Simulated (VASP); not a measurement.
# Ag (Cmce) in VASP: single point with PBE

Aim: the single point of Ag with PBE.

Everything below comes from runs of VASP 6.6.1. Logs are shortened: lines on timing, memory, paths and dates and some standing lists are left out, and cuts for length are marked.

### 1 The cell of the first run

It takes space group Cmce (No. 64, orthorhombic). Conventional cell: a = 5.469 Å, b = 3.615 Å, c = 7.372 Å, α = 90.00°, β = 90.00°, γ = 90.00°. Within 2.7 Å of Ag (site symmetry m) lie 3 Ag at 2.04 to 2.67 Å.

### 2 Single point, PBE

File INCAR:

```
SYSTEM = Ag
PREC = Accurate
ENCUT = 630
EDIFF = 1E-6
ISMEAR = 0
SIGMA = 0.1
LREAL = .False.
LASPH = .True.
NELM = 120
ALGO = Normal
ISIF = 2
LWAVE = .False.
LCHARG = .True.
GGA = PE
LELF = .True.
LVHAR = .True.
NBANDS = 46
GGA_COMPAT = .False.
```

File KPOINTS:

```
Automatic mesh
0
Gamma
  6 6 4
  0 0 0
```

File POSCAR:

```
Ag
1.0
    2.7344894590     -1.8072883468      0.0000000000
    2.7344894590      1.8072883468      0.0000000000
    0.0000000000      0.0000000000      7.3723795752
Ag
4
Direct
    0.8500000000      0.1500000000      0.1170000000
    0.6500000000      0.3500000000      0.6170000000
    0.1500000000      0.8500000000      0.8830000000
    0.3500000000      0.6500000000      0.3830000000
```

Potentials or basis: VASP PAW PBE potentials, release 64 (Ag_sv_GW).

Run with:

```console
$ cat potpaw_PBE.64/Ag_sv_GW/POTCAR > POTCAR
$ mpirun -np 1 vasp_std > vasp.out
```

OUTCAR:

```text
SYSTEM = Ag
   PREC = Accurate
   ENCUT = 630
   EDIFF = 1E-6
   ISMEAR = 0
   LREAL = .False.
   LASPH = .True.
   NELM = 120
   ISIF = 2
   GGA = PE

 ion  position               nearest neighbor table
   1  0.850  0.150  0.117-   3 2.04
   2  0.650  0.350  0.617-   4 2.04
   3  0.150  0.850  0.883-   1 2.04
   4  0.350  0.650  0.383-   2 2.04

  LATTYP: Found a base centered orthorhombic cell.
 ALAT       =     3.6145766936
 B/A-ratio  =     1.5130344108
 C/A-ratio  =     2.0396246089

  Lattice vectors:

 A1 = (  -2.7344894590,  -1.8072883468,   0.0000000000)
 A2 = (   2.7344894590,  -1.8072883468,   0.0000000000)
 A3 = (   0.0000000000,   0.0000000000,   7.3723795752)

Analysis of symmetry for initial positions (statically):
=====================================================================
 Subroutine PRICEL returns:
 Original cell was already a primitive cell.

 Routine SETGRP: Setting up the symmetry group for a
 base centered orthorhombic supercell.

 Subroutine GETGRP returns: Found  8 space group operations
 (whereof  4 operations were pure point group operations)
 out of a pool of  8 trial point group operations.

The static configuration has the point symmetry C_2h.
 The point group associated with its full space group is D_2h.

Analysis of symmetry for dynamics (positions and initial velocities):
=====================================================================
 Subroutine PRICEL returns:
 Original cell was already a primitive cell.

 Routine SETGRP: Setting up the symmetry group for a
 base centered orthorhombic supercell.

 Subroutine GETGRP returns: Found  8 space group operations
 (whereof  4 operations were pure point group operations)
 out of a pool of  8 trial point group operations.

The dynamic configuration has the point symmetry C_2h.
 The point group associated with its full space group is D_2h.

 Subroutine INISYM returns: Found  8 space group operations
 (whereof  4 operations are pure point group operations),
 and found     1 'primitive' translations

----------------------------------------------------------------------------------------

                                     Primitive cell

  volume of cell :      72.8688

  direct lattice vectors                    reciprocal lattice vectors
     2.734489459 -1.807288347  0.000000000     0.182849489 -0.276657569  0.000000000
[... 82 lines left out ...]
   ISTART =      0    job   : 0-new  1-cont  2-samecut
   ICHARG =      2    charge: 1-file 2-atom 10-const
   ISPIN  =      1    spin polarized calculation?
   LNONCOLLINEAR =      F non collinear calculations
   LSORBIT =      F    spin-orbit coupling
   LASPH  =      T    aspherical Exc in radial PAW
   ENCUT  =  630.0 eV  46.30 Ry    6.80 a.u.   6.71  6.71 15.09*2*pi/ulx,y,z
   NELM   =    120;   NELMIN=  2; NELMDL= -5     # of ELM steps
   EDIFF  = 0.1E-05   stopping-criterion for ELM
   LREAL  =      F    real-space projection
[... 7 lines left out ...]
   TEBEG  =    0.0;   TEEND  =   0.0 temperature during run
   PSTRESS=    0.0 pullay stress
   NELECT =      76.0000    total number of electrons
   NUPDOWN=      -1.0000    fix difference up-down
   EMIN   =  10.00;   EMAX   =-10.00  energy-range for DOS
   EFERMI =   0.00;   METHOD = LEGACY
   ISMEAR =     0;   SIGMA  =   0.10  broadening in eV -4-tet -1-fermi 0-gaus
   EFERMI_NEDOS =   21; number of points for ismear=-14 and -15
   IALGO  =     38    algorithm
   IMIX   =      4    mixing-type and parameters
     AMIX     =   0.40;   BMIX     =  1.00
     AMIX_MAG =   1.60;   BMIX_MAG =  1.00
  volume/ion in A,a.u.               =      18.22       122.94
  Fermi-wavevector in a.u.,A,eV,Ry     =   1.660220  3.137360 37.502140  2.756330
  Thomas-Fermi vector in A             =   2.747494
   LORBIT       =      0    0 simple, 1 ext, 2 COOP (PROOUT), +10 PAW based schemes
   GGA     = PE    functional components
   LHFCALC =     F    Hartree Fock is set to
   AEXX    =    0.0000 exact exchange contribution
   IVDW    =     0    specifies the selected vdW correction
   LEPSILON=     F    determine dielectric tensor
   LRPA    =     F    only Hartree local field effects (RPA)
 non-spin polarized calculation
 Gauss-broadening in eV      SIGMA  =   0.10
  energy-cutoff  :      630.00
  volume of cell :       72.87
 maximum number of plane-waves:      2648
   NGX = 13   NGY = 13   NGZ = 31

 number of electron      76.0000005 magnetization

 Free energy of the ion-electron system (eV)
  ---------------------------------------------------
  ext. energy  EPLUGINS =         0.00000000
  ---------------------------------------------------
  free energy    TOTEN  =         4.05081149 eV

  energy without entropy =        4.05487906  energy(sigma->0) =        4.05284527

 E-fermi :   6.5780     XC(G=0): -11.9695

 val. band max:        6.5271526885   @ k =   0.3333   0.3333   0.0000
 cond. band min:       6.6347838891   @ k =   0.5000   0.0000   0.2500
 fundamental gap:      0.1076312007
 Fermi energy:         6.5779626763

 k-point     1 :       0.0000    0.0000    0.0000
  band No.  band energies     occupation
      1     -85.7164      2.00000
      2     -85.6983      2.00000
      3     -85.4766      2.00000
      4     -85.4582      2.00000
      5     -50.0665      2.00000
      6     -50.0148      2.00000
[... 1165 lines left out ...]
     45      13.8409      0.00000
     46      14.8807      0.00000

 [... further k-points ...]

------------------------ aborting loop because EDIFF is reached ----------------------------------------

  FORCE on cell =-STRESS in cart. coord.  units (eV):
  Direction    XX          YY          ZZ          XY          YZ          ZX
  --------------------------------------------------------------------------------------
  -------------------------------------------------------------------------------------
  Total       -4.7150188     16.3485987     42.9506824      0.0000000     -0.0000000      0.0000000
  in kB     -103.6698876    359.4593067    944.3636583      0.0000000     -0.0000000      0.0000000
  external PRESSURE =     400.0510258 kB  Pullay stress =       0.0000000 kB

 VOLUME and BASIS-vectors are now :
 -----------------------------------------------------------------------------
  energy-cutoff  :      630.00
  volume of cell :       72.87
      direct lattice vectors                 reciprocal lattice vectors
     2.734489459 -1.807288347  0.000000000     0.182849489 -0.276657569  0.000000000
     2.734489459  1.807288347  0.000000000     0.182849489  0.276657569  0.000000000
     0.000000000  0.000000000  7.372379575     0.000000000  0.000000000  0.135641415

 POSITION                                       TOTAL-FORCE (eV/Angst)
 -----------------------------------------------------------------------------------
      2.73449     -1.26510      0.86257         0.000000      7.590822     10.822658
      2.73449     -0.54219      4.54876         0.000000     -7.590822     10.822658
      2.73449      1.26510      6.50981         0.000000     -7.590822    -10.822658
      2.73449      0.54219      2.82362         0.000000      7.590822    -10.822658
 -----------------------------------------------------------------------------------
    total drift:                                0.000000     -0.000000      0.000000

  FREE ENERGIE OF THE ION-ELECTRON SYSTEM (eV)
  ---------------------------------------------------
  free  energy   TOTEN  =         4.0508114904 eV

  energy  without entropy=        4.0548790555  energy(sigma->0) =        4.05284527
```

It took 2.5 min on 1 thread of AMD EPYC 7R13 (Zen 3), shared host; peak memory 0.25 GiB.

What came out:

```
Free energy            : 4.0508 eV
Pressure               : 40.0 GPa
Largest force          : 13.219 eV/Å
Band gap on the k mesh : zero (bands 38 and 39 overlap by 2.76 eV)
```

Forces in eV/Å, atoms in the order of the input:
```
Ag    0.000   7.591  10.823
Ag    0.000  -7.591  10.823
Ag    0.000  -7.591 -10.823
Ag    0.000   7.591 -10.823
```

Caveat: the stress differs along the axes, from -10 to 94 GPa; forces of over 1 eV/Å act on the atoms, so gaps and moduli don't describe the material at rest.

The gap in the log of VASP goes by the Fermi energy; the results here count the filled bands.